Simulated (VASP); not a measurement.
Wanted: the native input for a VASP 6.6.1 run.

- Task: single point
- Functional: PBE
- Potentials or basis: VASP PAW PBE potentials, release 64 (Al, Ru_pv)
- Cutoff: 520 eV
- k mesh: 6 × 6 × 6
- Occupations: gaussian, width 0.1 eV
- Spin: no spin polarisation
- Dipole correction: no
- Further INCAR settings: ALGO = Normal; EDIFF = 1e-07; NBANDS = 30

The structure of AlRu3 lies in POSCAR:

```
AlRu3
1.0
    0.0000000000      3.0365212054      3.0365212054
    3.0365212054      0.0000000000      3.0365212054
    3.0365212054      3.0365212054      0.0000000000
Al Ru
1 3
Direct
    0.0000000000      0.0000000000      0.0000000000
    0.2500000000      0.2500000000      0.2500000000
    0.7500000000      0.7500000000      0.7500000000
    0.5000000000      0.5000000000      0.5000000000
```

One way to write it, as run:

INCAR

```
SYSTEM = AlRu3
PREC = Accurate
ENCUT = 520
EDIFF = 1E-7
ISMEAR = 0
SIGMA = 0.1
LREAL = .FALSE.
LASPH = .TRUE.
NELM = 60
ALGO = Normal
ISIF = 2
LWAVE = .FALSE.
LCHARG = .FALSE.
GGA = PE
NBANDS = 30
```

KPOINTS

```
Automatic mesh
0
G
  6 6 6
  0 0 0
```

Potentials or basis: VASP PAW PBE potentials, release 64 (Al, Ru_pv).

Run with:

```console
$ cat potpaw_PBE.64/Al/POTCAR potpaw_PBE.64/Ru_pv/POTCAR > POTCAR
$ mpirun -np 1 vasp_std > vasp.out
```

It gave:

- Pressure: -0.3 GPa

Run time: 11 s on 1 thread of Intel(R) Xeon(R) 6975P-C (Granite Rapids), with other jobs on the host, peak memory 0.18 GiB.
